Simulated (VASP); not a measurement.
# Sb (P6_3/mmc) in VASP: further runs

Sb is run at these levels: PBE; tasks: relaxation of cell and atoms.

Everything below comes from runs of VASP 6.6.1. Logs are shortened: lines on timing, memory, paths and dates and some standing lists are left out, and cuts for length are marked.

## (1) The cell of the first run

The structure is hexagonal, space group P6_3/mmc (No. 194). Conventional cell: a = 3.321 Å, b = 3.321 Å, c = 5.137 Å, α = 90.00°, β = 90.00°, γ = 120.00°. Within 4.2 Å of Sb (site symmetry -6m2) lie 12 Sb at 3.21 to 3.32 Å.

This isn't the form of Sb at room conditions, which is rhombohedral.

## (2) Relaxation of cell and atoms, PBE, target pressure 8.4 GPa, at which the enthalpy is minimised

Input file INCAR:

```
ALGO = Normal ; EDIFF = 1E-6
EDIFFG = -0.005 ; ENCUT = 600
GGA = PE ; IBRION = 2
ISIF = 3 ; ISMEAR = -1
LASPH = True ; LCHARG = False
LREAL = False ; LWAVE = False
NELM = 80 ; NSW = 32
PREC = Accurate ; PSTRESS = 84.0
SIGMA = 0.1
```

Input file KPOINTS:

```
k-points
0
Gamma
  13 13 7
```

Input file POSCAR:

```
Sb
1.0
    3.3210683133      0.0000000000      0.0000000000
   -1.6605341567      2.8761295270      0.0000000000
    0.0000000000      0.0000000000      5.1368977570
Sb
2
Direct
    0.3333333333      0.6666666667      0.2500000000
    0.6666666667      0.3333333333      0.7500000000
```

Potentials or basis: VASP PAW PBE potentials, release 64 (Sb).

On the command line:

```bash
cat potpaw_PBE.64/Sb/POTCAR > POTCAR
mpirun -np 1 vasp_std > vasp.out
```

OUTCAR:

```text
EDIFF = 1E-6
   EDIFFG = -0.005
   ENCUT = 600
   GGA = PE
   IBRION = 2
   ISIF = 3
   ISMEAR = -1
   LASPH = True
   LREAL = False
   NELM = 80
   NSW = 32
   PREC = Accurate
   PSTRESS = 84.0

 ion  position               nearest neighbor table
   1  0.333  0.667  0.250-   2 3.21   2 3.21   2 3.21   2 3.21   2 3.21   2 3.21
   2  0.667  0.333  0.750-   1 3.21   1 3.21   1 3.21   1 3.21   1 3.21   1 3.21

  LATTYP: Found a hexagonal cell.
 ALAT       =     3.3210683133
 C/A-ratio  =     1.5467606422

  Lattice vectors:

 A1 = (   3.3210683133,   0.0000000000,   0.0000000000)
 A2 = (  -1.6605341567,   2.8761295270,   0.0000000000)
 A3 = (   0.0000000000,   0.0000000000,   5.1368977570)

Analysis of symmetry for initial positions (statically):
=====================================================================
 Subroutine PRICEL returns:
 Original cell was already a primitive cell.

 Routine SETGRP: Setting up the symmetry group for a
 hexagonal supercell.

 Subroutine GETGRP returns: Found 24 space group operations
 (whereof 12 operations were pure point group operations)
 out of a pool of 24 trial point group operations.

The static configuration has the point symmetry D_3d.
 The point group associated with its full space group is D_6h.

Analysis of symmetry for dynamics (positions and initial velocities):
=====================================================================
 Subroutine PRICEL returns:
 Original cell was already a primitive cell.

 Routine SETGRP: Setting up the symmetry group for a
 hexagonal supercell.

 Subroutine GETGRP returns: Found 24 space group operations
 (whereof 12 operations were pure point group operations)
 out of a pool of 24 trial point group operations.

The dynamic configuration has the point symmetry D_3d.
 The point group associated with its full space group is D_6h.

 Subroutine INISYM returns: Found 24 space group operations
 (whereof 12 operations are pure point group operations),
 and found     1 'primitive' translations

----------------------------------------------------------------------------------------

                                     Primitive cell

  volume of cell :      49.0667

  direct lattice vectors                    reciprocal lattice vectors
     3.321068313  0.000000000  0.000000000     0.301107928  0.173844744  0.000000000
    -1.660534157  2.876129527  0.000000000     0.000000000  0.347689487  0.000000000
     0.000000000  0.000000000  5.136897757     0.000000000  0.000000000  0.194670022

  length of vectors
     3.321068313  3.321068313  5.136897757     0.347689487  0.347689487  0.194670022

  position of ions in fractional coordinates (direct lattice)
     0.333333333  0.666666667  0.250000000
     0.666666667  0.333333333  0.750000000

  ion indices of the primitive-cell ions
   primitive index   ion index
                 1           1
                 2           2

----------------------------------------------------------------------------------------

 KPOINTS: k-points

Automatic generation of k-mesh.
 Grid dimensions read from file:
 generate k-points for:   13   13    7

 Generating k-lattice:

  Cartesian coordinates                     Fractional coordinates (reciprocal lattice)
     0.023162148  0.013372673  0.000000000     0.076923077  0.000000000  0.000000000
     0.000000000  0.026745345  0.000000000     0.000000000  0.076923077  0.000000000
     0.000000000  0.000000000  0.027810003     0.000000000  0.000000000  0.142857143

  Length of vectors
     0.026745345  0.026745345  0.027810003

  Shift w.r.t. Gamma in fractional coordinates (k-lattice)
     0.000000000  0.000000000  0.000000000

 Subroutine IBZKPT returns following result:
 ===========================================

 Found     84 irreducible k-points:

 Following reciprocal coordinates:
            Coordinates               Weight
  0.000000  0.000000  0.000000      1.000000
  0.076923  0.000000  0.000000      6.000000
  0.153846  0.000000  0.000000      6.000000
  0.230769  0.000000  0.000000      6.000000
  0.307692  0.000000  0.000000      6.000000
  0.384615  0.000000  0.000000      6.000000
[... 16 lines left out ...]
  0.076923  0.000000  0.142857     12.000000
  0.153846  0.000000  0.142857     12.000000
 [... further k-points ...]
   k-points           NKPTS =     84   k-points in BZ     NKDIM =     84   number of bands    NBANDS=      9
   number of dos      NEDOS =    301   number of ions     NIONS =      2
   total plane-waves  NPLWV =  32928
   dimension x,y,z NGX =    28 NGY =   28 NGZ =   42
   dimension x,y,z NGXF=    56 NGYF=   56 NGZF=   84
   ions per type =               2
   NGX,Y,Z   is equivalent  to a cutoff of  14.02, 14.02, 13.59 a.u.
   NGXF,Y,Z  is equivalent  to a cutoff of  28.03, 28.03, 27.19 a.u.
 SYSTEM =  unknown system
   PREC   = accura    normal or accurate (medium, high low for compatibility)
   ISTART =      0    job   : 0-new  1-cont  2-samecut
   ICHARG =      2    charge: 1-file 2-atom 10-const
   ISPIN  =      1    spin polarized calculation?
   LNONCOLLINEAR =      F non collinear calculations
   LSORBIT =      F    spin-orbit coupling
   LASPH  =      T    aspherical Exc in radial PAW
   ENCUT  =  600.0 eV  44.10 Ry    6.64 a.u.   6.63  6.63 10.26*2*pi/ulx,y,z
   NELM   =     80;   NELMIN=  2; NELMDL= -5     # of ELM steps
   EDIFF  = 0.1E-05   stopping-criterion for ELM
   LREAL  =      F    real-space projection
   EDIFFG = -.5E-02   stopping-criterion for IOM
   NSW    =     32    number of steps for IOM
   IBRION =      2    ionic relax: 0-MD 1-quasi-New 2-CG
   NFREE  =      1    steps in history (QN), initial steepest desc. (CG)
   ISIF   =      3    stress and relaxation
   ISYM   =      2    0-nonsym 1-usesym 2-fastsym
   POTIM  = 0.5000    time-step for ionic-motion
   TEBEG  =    0.0;   TEEND  =   0.0 temperature during run
   PSTRESS=   84.0 pullay stress
   NELECT =      10.0000    total number of electrons
   NUPDOWN=      -1.0000    fix difference up-down
   EMIN   =  10.00;   EMAX   =-10.00  energy-range for DOS
   EFERMI =   0.00;   METHOD = LEGACY
   ISMEAR =    -1;   SIGMA  =   0.10  broadening in eV -4-tet -1-fermi 0-gaus
   EFERMI_NEDOS =   21; number of points for ismear=-14 and -15
   IALGO  =     38    algorithm
   IMIX   =      4    mixing-type and parameters
     AMIX     =   0.40;   BMIX     =  1.00
     AMIX_MAG =   1.60;   BMIX_MAG =  1.00
  volume/ion in A,a.u.               =      24.53       165.56
  Fermi-wavevector in a.u.,A,eV,Ry     =   0.963413  1.820586 12.628443  0.928164
  Thomas-Fermi vector in A             =   2.092956
   LORBIT       =      0    0 simple, 1 ext, 2 COOP (PROOUT), +10 PAW based schemes
   GGA     = PE    functional components
   LHFCALC =     F    Hartree Fock is set to
   AEXX    =    0.0000 exact exchange contribution
   IVDW    =     0    specifies the selected vdW correction
   LEPSILON=     F    determine dielectric tensor
   LRPA    =     F    only Hartree local field effects (RPA)
 conjugate gradient relaxation of ions
 non-spin polarized calculation
  energy-cutoff  :      600.00
  volume of cell :       49.07
 maximum number of plane-waves:      1671
 NGX is ok and might be reduce to    28
   NGX = 13   NGY = 13   NGZ = 21

--------------------------------------- Ionic step        1  -------------------------------------------

 number of electron      10.0000000 magnetization

 number of electron       9.9999999 magnetization

 Free energy of the ion-electron system (eV)
  ---------------------------------------------------
  ext. energy  EPLUGINS =         0.00000000
  ---------------------------------------------------
  free energy    TOTEN  =        -7.61538729 eV

  energy without entropy =       -7.57647429  energy(sigma->0) =       -7.59593079

------------------------ aborting loop because EDIFF is reached ----------------------------------------

  FORCE on cell =-STRESS in cart. coord.  units (eV):
  Direction    XX          YY          ZZ          XY          YZ          ZX
  --------------------------------------------------------------------------------------
  -------------------------------------------------------------------------------------
  Total        2.5332546      2.5332546      2.5337394     -0.0000000      0.0000000      0.0000000
  in kB       82.7184241     82.7184241     82.7342536     -0.0000000      0.0000000      0.0000000
  external PRESSURE =      -1.2762994 kB  Pullay stress =      84.0000000 kB
[... 61 lines left out ...]
  enthalpy is  TOTEN    =        -5.0428824422 eV   P V=        2.5652335227

--------------------------------------- Ionic step        3  -------------------------------------------

 number of electron       9.9999999 magnetization

 Free energy of the ion-electron system (eV)
  ---------------------------------------------------
  ext. energy  EPLUGINS =         0.00000000
  ---------------------------------------------------
  free energy    TOTEN  =        -7.61194447 eV

  energy without entropy =       -7.57310674  energy(sigma->0) =       -7.59252560

 E-fermi :   9.8302     XC(G=0): -10.6486

 val. band max:        9.8115038449   @ k =   0.4615   0.0000   0.2857
 cond. band min:       9.8812912195   @ k =   0.3846   0.0769   0.4286
 fundamental gap:      0.0697873746
 Fermi energy:         9.8302065316

 k-point     1 :       0.0000    0.0000    0.0000
  band No.  band energies     occupation
      1      -3.9052      2.00000
      2       0.9974      2.00000
      3       3.4833      2.00000
      4      13.1710      0.00000
      5      13.1710      0.00000
      6      15.2073      0.00000
      7      15.2073      0.00000
      8      16.8081      0.00000
      9      17.2294      0.00000
[... 265 lines left out ...]
 k-point    24 :       0.1538    0.0000    0.1429
  band No.  band energies     occupation
      1      -3.3502      2.00000
      2       0.6291      2.00000
      3       4.8977      2.00000
      4      10.1401      0.08634
      5      12.0253      0.00000
      6      13.0737      0.00000
      7      15.0364      0.00000
      8      15.1520      0.00000
      9      16.7667      0.00000

 [... further k-points ...]

------------------------ aborting loop because EDIFF is reached ----------------------------------------

  FORCE on cell =-STRESS in cart. coord.  units (eV):
  Direction    XX          YY          ZZ          XY          YZ          ZX
  --------------------------------------------------------------------------------------
  -------------------------------------------------------------------------------------
  Total        2.5694084      2.5694084      2.5715172     -0.0000000      0.0000000      0.0000000
  in kB       84.0123044     84.0123044     84.0812542     -0.0000000      0.0000000      0.0000000
  external PRESSURE =       0.0352877 kB  Pullay stress =      84.0000000 kB
[... 17 lines left out ...]
  FREE ENERGIE OF THE ION-ELECTRON SYSTEM (eV)
  ---------------------------------------------------
  free  energy   TOTEN  =        -7.6119444696 eV

  energy  without entropy=       -7.5731067377  energy(sigma->0) =       -7.59252560

  enthalpy is  TOTEN    =        -5.0429123338 eV   P V=        2.5690321358

 reached required accuracy - stopping structural energy minimisation
```

Run time: 74 s. Hardware: 1 thread of Intel Xeon 8259CL, shared host; peak memory 0.21 GiB.

Results:

- Free energy: -7.6119 eV
- Relaxed volume: 24.50 Å³/atom
- Relaxed cell: a = 3.320 Å, b = 3.320 Å, c = 5.135 Å, α = 90.00°, β = 90.00°, γ = 120.00°
- Space group after relaxing (to 0.1 Å): P6_3/mmc (No. 194)
- Energy change on relaxing (the run minimises the enthalpy): +1.7 meV/atom
- Ionic steps: 3
- Pressure after relaxing: 8.4 GPa
- Band gap on the k mesh: zero (bands 5 and 6 overlap by 7.12 eV)

Step by step:
```
step  energy change (eV)  largest force (eV/Å)  pressure (GPa)  volume (Å³)
   1              0.0000                0.0000            8.27        49.07
   2              0.0073                0.0000            8.54        48.93
   3              0.0034                0.0000            8.40        49.00
```

Final structure:
```xyz
2
Lattice="3.3196 0.0000 0.0000 -1.6598 2.8748 0.0000 0.0000 0.0000 5.1346" Properties=species:S:1:pos:R:3 pbc="T T T"
Sb    0.0000    1.9166    1.2837
Sb    1.6598    0.9583    3.8510
```

Caveat: the cell is relaxed towards a set pressure, so the run minimises the enthalpy, not the energy; spin-orbit coupling is left out, which moves the levels of the heavy elements.

## (3) Relaxation of cell and atoms, PBE, target pressure 8.4 GPa, at which the enthalpy is minimised

This run uses another cell than the first one, of 24.60 Å³/atom.

Input file INCAR:

```
SYSTEM = Sb
ALGO = Normal
EDIFF = 1E-6
EDIFFG = -0.005
ENCUT = 600
GGA = PE
IBRION = 2
ISIF = 3
ISMEAR = -1
LASPH = .True.
LCHARG = .False.
LREAL = .False.
LWAVE = .False.
NELM = 80
NSW = 60
PREC = Accurate
PSTRESS = 84.0
SIGMA = 0.1
```

Input file KPOINTS:

```
k-points
0
Gamma
  13 13 7
  0 0 0
```

Input file POSCAR:

```
Sb
1.0
    3.2733327681      0.0000000000      0.0000000000
   -1.6366663841      2.8347893322      0.0000000000
    0.0000000000      0.0000000000      5.3027990843
Sb
2
Direct
    0.3333333333      0.6666666667      0.2500000000
    0.6666666667      0.3333333333      0.7500000000
```

Potentials or basis: VASP PAW PBE potentials, release 64 (Sb).

On the command line:

```bash
cat potpaw_PBE.64/Sb/POTCAR > POTCAR
mpirun -np 1 vasp_std > vasp.out
```

Wall time 3.4 min (1 thread of Intel Xeon 8259CL, shared host); peak memory 0.21 GiB.

It converged, with:

- Free energy: -7.6124 eV
- Relaxed volume: 24.50 Å³/atom
- Relaxed cell: a = 3.320 Å, b = 3.320 Å, c = 5.135 Å, α = 90.00°, β = 90.00°, γ = 120.00°
- Space group after relaxing (to 0.1 Å): P6_3/mmc (No. 194)
- Energy change on relaxing (the run minimises the enthalpy): -0.0 meV/atom
- Ionic steps: 12
- Pressure after relaxing: 8.4 GPa
- Band gap on the k mesh: zero (bands 5 and 6 overlap by 7.12 eV)

Final structure:
```
Sb
1.0
     3.31966    0.00000    0.00000
    -1.65983    2.87491    0.00000
     0.00000    0.00000    5.13521
Sb
2
Cartesian
  0.0000 1.9166 1.2838
  1.6598 0.9583 3.8514
```

Levels at points of the mesh, in eV from the Fermi level:
```tsv
k point	band 2	band 3	band 4	band 5	band 6	band 7	band 8	band 9
(0.00, 0.00, 0.00)	-8.83	-6.35	3.34	3.34	5.38	5.38	6.97	7.40
```

Caveat: the cell is relaxed towards a set pressure, so the run minimises the enthalpy, not the energy; spin-orbit coupling is left out, which moves the levels of the heavy elements.
